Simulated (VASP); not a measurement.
# NaF (Pm-3m) in VASP: further runs, part 2 of 2

VASP 6.6.1.

## (3) Single point, PBE-based screened hybrid with 5 % exact exchange

Contents of POSCAR:

```
NaF
1.0
    2.7934852186      0.0000000000      0.0000000000
    0.0000000000      2.7934852186      0.0000000000
    0.0000000000      0.0000000000      2.7934852186
Na F
1 1
Direct
    0.0000000000      0.0000000000      0.0000000000
    0.5000000000      0.5000000000      0.5000000000
```

Contents of INCAR.step1:

```
SYSTEM = NaF
PREC = Accurate
ENCUT = 520
EDIFF = 1E-5
ISMEAR = 0
SIGMA = 0.01
LREAL = .FALSE.
LASPH = .TRUE.
NELM = 60
ALGO = Normal
ISIF = 2
LWAVE = .TRUE.
LCHARG = .FALSE.
GGA = PE
NBANDS = 14
```

Contents of INCAR.step2:

```
SYSTEM = NaF
PREC = Accurate
ENCUT = 520
EDIFF = 1E-6
ISMEAR = 0
SIGMA = 0.01
LREAL = .FALSE.
LASPH = .TRUE.
NELM = 60
ALGO = Normal
ISIF = 2
LWAVE = .FALSE.
LCHARG = .FALSE.
GGA = PE
LHFCALC = .TRUE.
AEXX = 0.05
HFSCREEN = 0.5
PRECFOCK = Normal
ISTART = 1
NBANDS = 14
```

Contents of KPOINTS:

```
regular mesh
0
G
  4 4 4
  0 0 0
```

Potentials or basis: VASP PAW PBE potentials, release 64 (Na_pv, F).

Started as:

```sh
$ cat potpaw_PBE.64/Na_pv/POTCAR potpaw_PBE.64/F/POTCAR > POTCAR
$ cp INCAR.step1 INCAR
$ mpirun -np 1 vasp_std > vasp.out
$ cp INCAR.step2 INCAR
$ mpirun -np 1 vasp_std > vasp.out
```

OUTCAR:

```text
SYSTEM = NaF
   PREC = Accurate
   ENCUT = 520
   EDIFF = 1E-6
   ISMEAR = 0
   LREAL = .FALSE.
   LASPH = .TRUE.
   NELM = 60
   ISIF = 2
   GGA = PE
   LHFCALC = .TRUE.
   AEXX = 0.05
   HFSCREEN = 0.5
   PRECFOCK = Normal
   ISTART = 1

 ion  position               nearest neighbor table
   1  0.000  0.000  0.000-
   2  0.500  0.500  0.500-

  LATTYP: Found a simple cubic cell.
 ALAT       =     2.7934852186

  Lattice vectors:

 A1 = (   2.7934852186,   0.0000000000,   0.0000000000)
 A2 = (   0.0000000000,   2.7934852186,   0.0000000000)
 A3 = (   0.0000000000,   0.0000000000,   2.7934852186)

Analysis of symmetry for initial positions (statically):
=====================================================================
 Subroutine PRICEL returns:
 Original cell was already a primitive cell.

 Routine SETGRP: Setting up the symmetry group for a
 simple cubic supercell.

 Subroutine GETGRP returns: Found 48 space group operations
 (whereof 48 operations were pure point group operations)
 out of a pool of 48 trial point group operations.

The static configuration has the point symmetry O_h .

Analysis of symmetry for dynamics (positions and initial velocities):
=====================================================================
 Subroutine PRICEL returns:
 Original cell was already a primitive cell.

 Routine SETGRP: Setting up the symmetry group for a
 simple cubic supercell.

 Subroutine GETGRP returns: Found 48 space group operations
 (whereof 48 operations were pure point group operations)
 out of a pool of 48 trial point group operations.

The dynamic configuration has the point symmetry O_h .

 Subroutine INISYM returns: Found 48 space group operations
 (whereof 48 operations are pure point group operations),
[... 113 lines left out ...]
   AEXX    =    0.0500 exact exchange contribution
   HFSCREEN=    0.5000 screening length (either q_TF or 0.3 A-1)
   HFSCREENC=   0.5000 screening length for correlation (either q_TF or 0.3 A-1)
   ENCUTFOCK=  -1.0 apply spherical cutoff to Coloumb kernel
   IVDW    =     0    specifies the selected vdW correction
   LEPSILON=     F    determine dielectric tensor
   LRPA    =     F    only Hartree local field effects (RPA)
 non-spin polarized calculation
 Gauss-broadening in eV      SIGMA  =   0.01
  energy-cutoff  :      520.00
  volume of cell :       21.80
 maximum number of plane-waves:       624
 NGX is ok and might be reduce to    24
  NGX = 16; NGY = 16; NGZ = 16

 number of electron      14.0000006 magnetization

 Free energy of the ion-electron system (eV)
  ---------------------------------------------------
  ext. energy  EPLUGINS =         0.00000000
  ---------------------------------------------------
  free energy    TOTEN  =        -8.46725897 eV

  energy without entropy =       -8.46725897  energy(sigma->0) =       -8.46725897

 E-fermi :  -0.7242     XC(G=0):  -9.6511

 val. band max:       -0.8404670914   @ k =   0.5000   0.5000   0.0000
 cond. band min:       5.5452032153   @ k =   0.0000   0.0000   0.0000
 fundamental gap:      6.3856703067
 Fermi energy:        -0.7242499014

 k-point     1 :       0.0000    0.0000    0.0000
  band No.  band energies     occupation
      1     -21.1620      2.00000
      2     -21.1620      2.00000
      3     -21.1620      2.00000
      4     -21.0318      2.00000
      5      -1.1817      2.00000
      6      -1.1817      2.00000
      7      -1.1817      2.00000
      8       5.5452      0.00000
      9      15.2338      0.00000
     10      15.2338      0.00000
     11      23.5417      0.00000
     12      23.5417      0.00000
     13      23.5417      0.00000
     14      30.8318      0.00000
[... 139 lines left out ...]
      1     -21.3472      2.00000
      2     -21.3472      2.00000
      3     -21.3472      2.00000
      4     -20.2462      2.00000
      5      -2.5145      2.00000
      6      -2.5145      2.00000
      7      -2.5145      2.00000
      8      13.8862      0.00000
      9      13.8862      0.00000
     10      13.8862      0.00000
     11      18.9689      0.00000
     12      18.9689      0.00000
     13      18.9689      0.00000
     14      22.8285      0.00000

------------------------ aborting loop because EDIFF is reached ----------------------------------------

  FORCE on cell =-STRESS in cart. coord.  units (eV):
  Direction    XX          YY          ZZ          XY          YZ          ZX
  --------------------------------------------------------------------------------------
  -------------------------------------------------------------------------------------
  Total        0.5210533      0.5210533      0.5210533     -0.0000000      0.0000000     -0.0000000
  in kB       38.2960143     38.2960143     38.2960143     -0.0000000      0.0000000     -0.0000000
  external PRESSURE =      38.2960143 kB  Pullay stress =       0.0000000 kB

 VOLUME and BASIS-vectors are now :
 -----------------------------------------------------------------------------
  energy-cutoff  :      520.00
  volume of cell :       21.80
      direct lattice vectors                 reciprocal lattice vectors
     2.793485219  0.000000000  0.000000000     0.357975762  0.000000000  0.000000000
     0.000000000  2.793485219  0.000000000     0.000000000  0.357975762  0.000000000
     0.000000000  0.000000000  2.793485219     0.000000000  0.000000000  0.357975762

 POSITION                                       TOTAL-FORCE (eV/Angst)
 -----------------------------------------------------------------------------------
      0.00000      0.00000      0.00000         0.000000      0.000000      0.000000
      1.39674      1.39674      1.39674         0.000000      0.000000      0.000000
 -----------------------------------------------------------------------------------
    total drift:                               -0.000000     -0.000000     -0.000000

  FREE ENERGIE OF THE ION-ELECTRON SYSTEM (eV)
  ---------------------------------------------------
  free  energy   TOTEN  =        -8.4672589702 eV

  energy  without entropy=       -8.4672589702  energy(sigma->0) =       -8.46725897
```

OUTCAR.step1:

```text
SYSTEM = NaF
   PREC = Accurate
   ENCUT = 520
   EDIFF = 1E-5
   ISMEAR = 0
   LREAL = .FALSE.
   LASPH = .TRUE.
[... 375 lines left out ...]
      0.00000      0.00000      0.00000         0.000000      0.000000      0.000000
      1.39674      1.39674      1.39674         0.000000      0.000000      0.000000
 -----------------------------------------------------------------------------------
    total drift:                                0.000000      0.000000     -0.000000

  FREE ENERGIE OF THE ION-ELECTRON SYSTEM (eV)
  ---------------------------------------------------
  free  energy   TOTEN  =        -8.2280921154 eV

  energy  without entropy=       -8.2280921154  energy(sigma->0) =       -8.22809212
```

It took 54 s on 1 thread of Intel Xeon Platinum 8259CL at 2.50GHz (Skylake/Cascade Lake), shared host; peak memory 0.23 GiB.

Results:

```yaml
Free_energy: -8.4673 eV
Pressure: 3.8 GPa
Band_gap_on_the_k_mesh: 6.39 eV (least direct gap 6.73 eV)
```

Caveat: the k points lie up to 0.56 Å⁻¹ apart; the PAW data sets were made with another functional, which shifts forces and pressure a little.

## (4) Single point, PBE-based global hybrid with 10 % exact exchange

POSCAR is that of step 3.

Contents of INCAR.step1:

```
SYSTEM = NaF
ALGO = Normal ; EDIFF = 1E-5
ENCUT = 520 ; GGA = PE
ISIF = 2 ; ISMEAR = 0
LASPH = .True. ; LCHARG = .False.
LREAL = .False. ; LWAVE = .True.
NBANDS = 14 ; NELM = 60
PREC = Accurate ; SIGMA = 0.01
```

Contents of INCAR.step2:

```
SYSTEM = NaF
AEXX = 0.1 ; ALGO = Normal
EDIFF = 1E-7 ; ENCUT = 520
GGA = PE ; ISIF = 2
ISMEAR = 0 ; ISTART = 1
LASPH = .True. ; LCHARG = .False.
LHFCALC = .True. ; LREAL = .False.
LWAVE = .False. ; NBANDS = 14
NELM = 60 ; PREC = Accurate
PRECFOCK = Normal ; SIGMA = 0.01
```

Contents of KPOINTS:

```
k-points
0
Gamma
  4 4 4
  0 0 0
```

Started as:

```sh
$ cat potpaw_PBE.64/Na_pv/POTCAR potpaw_PBE.64/F/POTCAR > POTCAR
$ cp INCAR.step1 INCAR
$ mpirun -np 1 vasp_std > vasp.out
$ cp INCAR.step2 INCAR
$ mpirun -np 1 vasp_std > vasp.out
```

Wall time 64 s (1 thread of Intel Xeon Platinum 8259CL at 2.50GHz (Skylake/Cascade Lake), shared host); peak memory 0.13 GiB.

Results (log left out):

| Item | Value |
| --- | --- |
| Free energy | -9.1430 eV |
| Pressure | 3.2 GPa |
| Band gap on the k mesh | 7.29 eV (least direct gap 7.63 eV) |

Levels at points of the mesh, in eV from the valence-band top:
| k point | band 4 | band 5 | band 6 | band 7 | band 8 | band 9 | band 10 | band 11 |
| --- | --- | --- | --- | --- | --- | --- | --- | --- |
| (0.00, 0.00, 0.00) | -20.54 | -0.34 | -0.34 | -0.34 | 7.29 | 17.01 | 17.01 | 25.44 |
| (0.50, 0.00, 0.00) | -19.65 | -2.71 | -0.22 | -0.22 | 12.10 | 13.17 | 21.25 | 22.47 |
| (0.50, 0.50, 0.00) | -19.98 | -1.93 | -1.93 | 0.00 | 13.20 | 16.62 | 16.62 | 16.93 |
| (0.50, 0.50, 0.50) | -19.74 | -1.70 | -1.70 | -1.70 | 15.67 | 15.67 | 15.67 | 20.85 |

Caveat: the k points lie up to 0.56 Å⁻¹ apart; the PAW data sets were made with another functional, which shifts forces and pressure a little. A k mesh can miss the band edges.

## (5) Summary

| level | k mesh | smearing | grid for exact exchange (PRECFOCK) | share of exact exchange | screening parameter | gap on the mesh (eV) | pressure (GPa) |
| --- | --- | --- | --- | --- | --- | --- | --- |
| PBE | 6 × 6 × 6 | methfessel-paxton 0.001 eV | - | - | - | 6.11 | 4.2 |
| PBE-based screened hybrid with 5 % exact exchange | 4 × 4 × 4 | gaussian 0.01 eV | Normal | 0.05 | 0.5 1/Å | 6.39 | 3.8 |
| PBE-based global hybrid with 10 % exact exchange | 4 × 4 × 4 | gaussian 0.01 eV | Normal | 0.1 | - | 7.29 | 3.2 |

Alike in all rows: task single point; potentials or basis VASP PAW PBE potentials, release 64 (Na_pv, F); no spin polarisation; cell as given; cutoff (eV) 520.

Caveats: some runs use coarse meshes; the PAW data sets were made with another functional, which shifts forces and pressure a little (at least some runs); the cell stands under pressure (at least some runs).

Absolute energies hang on the potentials; compare differences alone.
